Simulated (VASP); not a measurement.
# CdI2 (P-3m1) in VASP: single point with HSE06

Aim: the single point of CdI2 with HSE06.

All numbers are computed with VASP 6.6.1; they aren't measurements. Logs are shortened: lines on timing, memory, paths and dates and some standing lists are left out, and cuts for length are marked.

### Step 1. The cell of the first run

It takes space group P-3m1 (No. 164, trigonal). Conventional cell: a = 4.247 Å, b = 4.247 Å, c = 6.895 Å, α = 90.00°, β = 90.00°, γ = 120.00°. Cd (site symmetry -3m) has 6 I at 2.99 Å within 3.9 Å. Within 3.9 Å of I (site symmetry 3m) lie 3 Cd at 2.99 Å.

### Step 2. Single point, HSE06

POSCAR

```
CdI2
1.0
    4.2470087284      0.0000000000      0.0000000000
   -2.1235043642      3.6780174489      0.0000000000
    0.0000000000      0.0000000000      6.8950251473
Cd I
1 2
Direct
    0.0000000000      0.0000000000      0.0000000000
    0.3333333333      0.6666666667      0.2493934756
    0.6666666667      0.3333333333      0.7506065244
```

INCAR.step1

```
SYSTEM = CdI2
PREC = Accurate
ENCUT = 400
EDIFF = 1E-5
ISMEAR = 0
SIGMA = 0.01
LREAL = .False.
LASPH = .True.
NELM = 120
ALGO = Normal
ISIF = 2
LWAVE = .True.
LCHARG = .False.
GGA = PE
NBANDS = 20
GGA_COMPAT = .False.
KPAR = 4
```

INCAR.step2

```
SYSTEM = CdI2
PREC = Accurate
ENCUT = 400
EDIFF = 1E-6
ISMEAR = 0
SIGMA = 0.01
LREAL = .False.
LASPH = .True.
NELM = 120
ALGO = Normal
ISIF = 2
LWAVE = .False.
LCHARG = .False.
GGA = PE
LHFCALC = .True.
HFSCREEN = 0.2079
PRECFOCK = Normal
ISTART = 1
NBANDS = 20
GGA_COMPAT = .False.
KPAR = 4
```

KPOINTS

```
regular mesh
0
Gamma
  6 6 4
  0 0 0
```

Potentials or basis: VASP PAW PBE potentials, release 64 (Cd, I).

Started as:

```console
> cat potpaw_PBE.64/Cd/POTCAR potpaw_PBE.64/I/POTCAR > POTCAR
> cp INCAR.step1 INCAR
> mpirun -np 4 vasp_std > vasp.out
> cp INCAR.step2 INCAR
> mpirun -np 4 vasp_std > vasp.out
```

OUTCAR:

```text
SYSTEM = CdI2
   PREC = Accurate
   ENCUT = 400
   EDIFF = 1E-6
   ISMEAR = 0
   LREAL = .False.
   LASPH = .True.
   NELM = 120
   ISIF = 2
   GGA = PE
   LHFCALC = .True.
   HFSCREEN = 0.2079
   PRECFOCK = Normal
   ISTART = 1

 ion  position               nearest neighbor table
   1  0.000  0.000  0.000-   2 2.99   3 2.99   3 2.99   2 2.99   3 2.99   2 2.99
   2  0.333  0.667  0.249-   1 2.99   1 2.99   1 2.99
   3  0.667  0.333  0.751-   1 2.99   1 2.99   1 2.99

  LATTYP: Found a hexagonal cell.
 ALAT       =     4.2470087284
 C/A-ratio  =     1.6235015250

  Lattice vectors:

 A1 = (   4.2470087284,   0.0000000000,   0.0000000000)
 A2 = (  -2.1235043642,   3.6780174489,   0.0000000000)
 A3 = (   0.0000000000,   0.0000000000,   6.8950251473)

Analysis of symmetry for initial positions (statically):
=====================================================================
 Subroutine PRICEL returns:
 Original cell was already a primitive cell.

 Routine SETGRP: Setting up the symmetry group for a
 hexagonal supercell.

 Subroutine GETGRP returns: Found 12 space group operations
 (whereof 12 operations were pure point group operations)
 out of a pool of 24 trial point group operations.

The static configuration has the point symmetry D_3d.

Analysis of symmetry for dynamics (positions and initial velocities):
=====================================================================
 Subroutine PRICEL returns:
 Original cell was already a primitive cell.

 Routine SETGRP: Setting up the symmetry group for a
 hexagonal supercell.

 Subroutine GETGRP returns: Found 12 space group operations
 (whereof 12 operations were pure point group operations)
 out of a pool of 24 trial point group operations.

The dynamic configuration has the point symmetry D_3d.

 Subroutine INISYM returns: Found 12 space group operations
 (whereof 12 operations are pure point group operations),
 and found     1 'primitive' translations

----------------------------------------------------------------------------------------

                                     Primitive cell

  volume of cell :     107.7042

  direct lattice vectors                    reciprocal lattice vectors
     4.247008728  0.000000000  0.000000000     0.235459841  0.135942803  0.000000000
    -2.123504364  3.678017449  0.000000000     0.000000000  0.271885605  0.000000000
     0.000000000  0.000000000  6.895025147     0.000000000  0.000000000  0.145032103

  length of vectors
     4.247008728  4.247008728  6.895025147     0.271885605  0.271885605  0.145032103

  position of ions in fractional coordinates (direct lattice)
     0.000000000  0.000000000  0.000000000
     0.333333333  0.666666667  0.249393476
     0.666666667  0.333333333  0.750606524

  ion indices of the primitive-cell ions
   primitive index   ion index
                 1           1
                 2           2
                 3           3

----------------------------------------------------------------------------------------

 KPOINTS: regular mesh

Automatic generation of k-mesh.
 Grid dimensions read from file:
 generate k-points for:    6    6    4

 Generating k-lattice:

  Cartesian coordinates                     Fractional coordinates (reciprocal lattice)
     0.039243307  0.022657134  0.000000000     0.166666667  0.000000000  0.000000000
     0.000000000  0.045314268  0.000000000     0.000000000  0.166666667  0.000000000
     0.000000000  0.000000000  0.036258026     0.000000000  0.000000000  0.250000000

  Length of vectors
     0.045314268  0.045314268  0.036258026

  Shift w.r.t. Gamma in fractional coordinates (k-lattice)
     0.000000000  0.000000000  0.000000000

 Subroutine IBZKPT returns following result:
 ===========================================

 Found     24 irreducible k-points:

 Following reciprocal coordinates:
            Coordinates               Weight
  0.000000  0.000000  0.000000      1.000000
  0.166667 -0.000000  0.000000      6.000000
  0.333333  0.000000  0.000000      6.000000
  0.500000  0.000000  0.000000      3.000000
  0.166667  0.166667  0.000000      6.000000
  0.333333  0.166667  0.000000     12.000000
[... 16 lines left out ...]
  0.333333  0.166667  0.500000     12.000000
  0.333333  0.333333  0.500000      2.000000
   k-points           NKPTS =     24   k-points in BZ     NKDIM =    144   number of bands    NBANDS=     20
   number of dos      NEDOS =    301   number of ions     NIONS =      3
   total plane-waves  NPLWV =  37632
   dimension x,y,z NGX =    28 NGY =   28 NGZ =   48
   dimension x,y,z NGXF=    56 NGYF=   56 NGZF=   96
   ions per type =               1   2
   NGX,Y,Z   is equivalent  to a cutoff of  10.96, 10.96, 11.57 a.u.
   NGXF,Y,Z  is equivalent  to a cutoff of  21.92, 21.92, 23.15 a.u.
 SYSTEM =  CdI2
   PREC   = accura    normal or accurate (medium, high low for compatibility)
   ISTART =      1    job   : 0-new  1-cont  2-samecut
   ICHARG =      0    charge: 1-file 2-atom 10-const
   ISPIN  =      1    spin polarized calculation?
   LNONCOLLINEAR =      F non collinear calculations
   LSORBIT =      F    spin-orbit coupling
   LASPH  =      T    aspherical Exc in radial PAW
   ENCUT  =  400.0 eV  29.40 Ry    5.42 a.u.   6.93  6.93 11.24*2*pi/ulx,y,z
   NELM   =    120;   NELMIN=  2; NELMDL=  0     # of ELM steps
   EDIFF  = 0.1E-05   stopping-criterion for ELM
   LREAL  =      F    real-space projection
   EDIFFG = 0.1E-04   stopping-criterion for IOM
   NSW    =      0    number of steps for IOM
   IBRION =     -1    ionic relax: 0-MD 1-quasi-New 2-CG
   NFREE  =      0    steps in history (QN), initial steepest desc. (CG)
   ISIF   =      2    stress and relaxation
   ISYM   =      3    0-nonsym 1-usesym 2-fastsym
   POTIM  = 0.5000    time-step for ionic-motion
   TEBEG  =    0.0;   TEEND  =   0.0 temperature during run
   PSTRESS=    0.0 pullay stress
   NELECT =      26.0000    total number of electrons
   NUPDOWN=      -1.0000    fix difference up-down
   EMIN   =  10.00;   EMAX   =-10.00  energy-range for DOS
   EFERMI =   0.00;   METHOD = LEGACY
   ISMEAR =     0;   SIGMA  =   0.01  broadening in eV -4-tet -1-fermi 0-gaus
   EFERMI_NEDOS =   21; number of points for ismear=-14 and -15
   IALGO  =     38    algorithm
   IMIX   =      1    mixing-type and parameters
     AMIX     =   0.40;   BMIX     =  1.00
     AMIX_MAG =   1.60;   BMIX_MAG =  1.00
  volume/ion in A,a.u.               =      35.90       242.27
  Fermi-wavevector in a.u.,A,eV,Ry     =   1.019346  1.926285 14.137359  1.039067
  Thomas-Fermi vector in A             =   2.152855
   LORBIT       =      0    0 simple, 1 ext, 2 COOP (PROOUT), +10 PAW based schemes
   GGA     = PE    functional components
   LHFCALC =     T    Hartree Fock is set to
   PRECFOCK=normal    Normal, Fast or Accurate (Low or Medium for compatibility)
   ENCUT4O =  -1.0   cutoff for four orbital integrals eV
   NKREDX  =     1    reduce k-point grid by
   NKREDY  =     1    reduce k-point grid by
   NKREDZ  =     1    reduce k-point grid by
   AEXX    =    0.2500 exact exchange contribution
   HFSCREEN=    0.2079 screening length (either q_TF or 0.3 A-1)
   HFSCREENC=   0.2079 screening length for correlation (either q_TF or 0.3 A-1)
   ENCUTFOCK=  -1.0 apply spherical cutoff to Coloumb kernel
   IVDW    =     0    specifies the selected vdW correction
   LEPSILON=     F    determine dielectric tensor
   LRPA    =     F    only Hartree local field effects (RPA)
 non-spin polarized calculation
 Gauss-broadening in eV      SIGMA  =   0.01
  energy-cutoff  :      400.00
  volume of cell :      107.70
 maximum number of plane-waves:      1971
  NGX = 24; NGY = 24; NGZ = 36

 number of electron      26.0000011 magnetization

 Free energy of the ion-electron system (eV)
  ---------------------------------------------------
  ext. energy  EPLUGINS =         0.00000000
  ---------------------------------------------------
  free energy    TOTEN  =        -7.07316238 eV

  energy without entropy =       -7.07316238  energy(sigma->0) =       -7.07316238

 E-fermi :   1.3571     XC(G=0):  -7.1334

 val. band max:        1.2957081768   @ k =   0.1667  -0.0000   0.2500
 cond. band min:       4.6312426365   @ k =   0.5000   0.0000   0.5000
 fundamental gap:      3.3355344597
 Fermi energy:         1.3571464818

 k-point     1 :       0.0000    0.0000    0.0000
  band No.  band energies     occupation
      1     -11.8357      2.00000
      2     -11.0568      2.00000
      3      -7.5508      2.00000
      4      -7.5508      2.00000
      5      -7.4072      2.00000
      6      -7.3363      2.00000
[... 12 lines left out ...]
     19      11.5358      0.00000
     20      11.5679      0.00000

 k-point     2 :       0.1667   -0.0000    0.0000
  band No.  band energies     occupation
      1     -11.6878      2.00000
      2     -11.0428      2.00000
      3      -7.5345      2.00000
      4      -7.4731      2.00000
      5      -7.3823      2.00000
      6      -7.3407      2.00000
[... 12 lines left out ...]
     19      10.5305      0.00000
     20      11.5632      0.00000

 k-point     3 :       0.3333    0.0000    0.0000
  band No.  band energies     occupation
      1     -11.3484      2.00000
      2     -11.0268      2.00000
      3      -7.5173      2.00000
      4      -7.4084      2.00000
      5      -7.3342      2.00000
      6      -7.2998      2.00000
[... 12 lines left out ...]
     19      10.9033      0.00000
     20      11.5387      0.00000

 k-point     4 :       0.5000    0.0000    0.0000
  band No.  band energies     occupation
      1     -11.0957      2.00000
      2     -11.0809      2.00000
      3      -7.5159      2.00000
      4      -7.4174      2.00000
      5      -7.3206      2.00000
      6      -7.2761      2.00000
[... 429 lines left out ...]
 k-point    23 :       0.3333    0.1667    0.5000
  band No.  band energies     occupation
      1     -11.1253      2.00000
      2     -11.0489      2.00000
      3      -7.4628      2.00000
      4      -7.3918      2.00000
      5      -7.3215      2.00000
      6      -7.2909      2.00000
[... 12 lines left out ...]
     19      10.5707      0.00000
     20      11.8791      0.00000

 k-point    24 :       0.3333    0.3333    0.5000
  band No.  band energies     occupation
      1     -11.0370      2.00000
      2     -11.0370      2.00000
      3      -7.3612      2.00000
      4      -7.3612      2.00000
      5      -7.3065      2.00000
      6      -7.2815      2.00000
[... 12 lines left out ...]
     19      11.3846      0.00000
     20      11.3846      0.00000

------------------------ aborting loop because EDIFF is reached ----------------------------------------

  FORCE on cell =-STRESS in cart. coord.  units (eV):
  Direction    XX          YY          ZZ          XY          YZ          ZX
  --------------------------------------------------------------------------------------
  -------------------------------------------------------------------------------------
  Total        0.4465348      0.4465348      0.3660397      0.0000000      0.0000000     -0.0000000
  in kB        6.6425232      6.6425232      5.4451020      0.0000000      0.0000000     -0.0000000
  external PRESSURE =       6.2433828 kB  Pullay stress =       0.0000000 kB

 VOLUME and BASIS-vectors are now :
 -----------------------------------------------------------------------------
  energy-cutoff  :      400.00
  volume of cell :      107.70
      direct lattice vectors                 reciprocal lattice vectors
     4.247008728  0.000000000  0.000000000     0.235459841  0.135942803  0.000000000
    -2.123504364  3.678017449  0.000000000     0.000000000  0.271885605  0.000000000
     0.000000000  0.000000000  6.895025147     0.000000000  0.000000000  0.145032103

 POSITION                                       TOTAL-FORCE (eV/Angst)
 -----------------------------------------------------------------------------------
      0.00000      0.00000      0.00000         0.000000      0.000000      0.000000
     -0.00000      2.45201      1.71957         0.000000      0.000000     -0.063853
      2.12350      1.22601      5.17545        -0.000000     -0.000000      0.063853
 -----------------------------------------------------------------------------------
    total drift:                               -0.000001     -0.000000     -0.000054

  FREE ENERGIE OF THE ION-ELECTRON SYSTEM (eV)
  ---------------------------------------------------
  free  energy   TOTEN  =        -7.0731623823 eV

  energy  without entropy=       -7.0731623823  energy(sigma->0) =       -7.07316238
```

Run time: 23 min. Hardware: 4 MPI ranks of AMD EPYC 7R13 (Zen 3), shared host; peak memory 0.31 GiB.

Results:

* Free energy: -7.0732 eV
* Pressure: 0.6 GPa
* Largest force: 0.064 eV/Å
* Band gap on the k mesh: 3.34 eV (least direct gap 3.62 eV)

Forces on the atoms (eV/Å):
```
Cd   0.000  0.000  0.000
I    0.000  0.000 -0.064
I    0.000  0.000  0.064
```

Caveat: the PAW data sets were made with another functional, which shifts forces and pressure a little; spin-orbit coupling is left out, which moves the levels of the heavy elements; this functional lacks dispersion, which binds the layers, so the pressure and a relaxed spacing across them are unreliable. A k mesh can miss the band edges.
